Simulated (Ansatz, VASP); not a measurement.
## ZnCu: VASP beside Ansatz

```
Zn Cu
1.0
     2.88488    0.00000    0.00000
     0.00000    2.88488    0.00000
     0.00000    0.00000    2.88488
Zn Cu
1 1
Direct
  0.50000 0.50000 0.50000
  0.00000 0.00000 0.00000
```

Alike in both runs: task single point; functional LDA; k mesh 9 × 9 × 9; occupations fermi-dirac, width 0.05 eV; no spin polarisation.

|  | VASP | Ansatz |
| --- | --- | --- |
| version | VASP 6.6.1 | Ansatz 0.2.0 |
| potentials or method | VASP PAW LDA potentials, release 64 (Zn, Cu_sv_GW) | Ansatz PAW |
| plane-wave cutoff (eV) | 820 | 420 |
| valence electrons in the cell | 31 | 31 |

|  | VASP | Ansatz | Ansatz less VASP |
| --- | --- | --- | --- |
| gap on the k mesh at the Fermi level (eV) | none | none | - |
| pressure (GPa) | -2.4 | -2.1 | +0.29 |

LDA's correlation is that of Perdew and Zunger in VASP and of Perdew and Wang (1992) in Ansatz. A gap of «none» marks a metal or a gap that the smearing closes.
